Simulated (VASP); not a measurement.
A run of VASP 6.6.1 is set up as follows.

INCAR

```
PREC = Accurate
ENCUT = 520
EDIFF = 1E-6
ISMEAR = 0
SIGMA = 0.05
LREAL = False
LASPH = True
NELM = 80
ALGO = Normal
ISIF = 2
LWAVE = False
LCHARG = False
GGA = PE
NBANDS = 22
```

File KPOINTS:

```
Automatic mesh
0
Gamma
  6 6 2
```

The input POSCAR:

```
Br
1.0
    3.8984327422     -2.1546279663      0.0000000000
    3.8984327422      2.1546279663      0.0000000000
    0.0000000000      0.0000000000      8.6870957580
Br
4
Direct
    0.8584710952      0.1415289048      0.1180466778
    0.1415289048      0.8584710952      0.8819533222
    0.3584710952      0.6415289048      0.3819533222
    0.6415289048      0.3584710952      0.6180466778
```

Potentials or basis: VASP PAW PBE potentials, release 64 (Br).

Launch:

```console
$ cat potpaw_PBE.64/Br/POTCAR > POTCAR
$ mpirun -np 1 vasp_std > vasp.out
```

Q: What does it give for the largest force?

A: 0.017 eV/Å.

Q: Estimate the band gap on the k mesh.

A: 1.40 eV.

Forces in eV/Å, atoms in the order of the input:
```
Br   0.000  0.008  0.015
Br   0.000 -0.008 -0.015
Br   0.000  0.008 -0.015
Br   0.000 -0.008  0.015
```

 A k mesh can miss the band edges.
